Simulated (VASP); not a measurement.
## Be4Se: density of states with PBE

Be4Se:

```
Be Se
1.0
     3.96380    0.00000    0.00000
     0.00000    3.96380    0.00000
     0.00000    0.00000    3.96380
Be Se
4 1
Cartesian
  0.0000 0.0000 0.0000
  1.9819 0.0000 0.0000
  0.0000 1.9819 0.0000
  0.0000 0.0000 1.9819
  1.9819 1.9819 1.9819
```

```json
{
  "Program": "VASP 6.6.1",
  "Task": "density of states",
  "Functional": "PBE",
  "Potentials or basis": "VASP PAW PBE potentials, release 64 (Be, Se)",
  "Cutoff": "520 eV",
  "k mesh": "10 × 10 × 10",
  "Occupations": "gaussian, width 0.1 eV",
  "Spin": "no spin polarisation",
  "Dipole correction": "no",
  "k mesh for the DOS": "15 × 15 × 15",
  "Occupations for the DOS": "tetrahedron",
  "Further INCAR settings": "ALGO = Normal; EDIFF = 1e-06"
}
```

```
Valence electrons inside the program's atomic spheres : Be 1.45, 0.88; Se 3.71
```

Levels at points of the mesh, in eV from the Fermi level:
```
           k point  band 3  band 4  band 5  band 6  band 7  band 8  band 9  band 10  band 11
(0.00, 0.00, 0.00)   -4.27   -4.27   -4.27    0.82    0.82    0.82    1.00     1.00     5.70
```

It took 70 s on 1 thread of Intel(R) Xeon(R) Platinum 8259CL CPU @ 2.50GHz (Skylake/Cascade Lake) (shared host), peak memory 0.22 GiB.
